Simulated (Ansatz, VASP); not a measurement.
WC in VASP and in Ansatz

```
W C
1.0
     2.90650    0.00000    0.00000
    -1.45325    2.51710    0.00000
     0.00000    0.00000    2.83660
W C
1 1
Cartesian
  0.0000 0.0000 0.0000
  1.4533 0.8390 1.4183
```

Alike in both runs: task single point; functional PBE; k mesh 10 × 10 × 9; occupations gaussian, width 0.025 eV; no spin polarisation.

|  | VASP | Ansatz |
| --- | --- | --- |
| version | VASP 6.6.1 | Ansatz 0.2.0 |
| potentials or method | VASP PAW PBE potentials, release 64 (W_sv, C), cutoff 520 eV | all-electron LAPW, scalar-relativistic |

Ansatz gave:

* gap on the k mesh at the Fermi level (eV): none
* pressure (GPa): 5.7
* traceless stress, the component that is largest in VASP (GPa): -0.62

Q: Which values does VASP return?

A: gap on the k mesh at the Fermi level (eV): none; pressure (GPa): 6.7; traceless stress, the component that is largest in VASP (GPa): -0.44.

A gap of «none» marks a metal or a gap that the smearing closes. Ansatz ran all-electron here, and VASP with PAW potentials.

Neither program's run includes spin-orbit coupling.
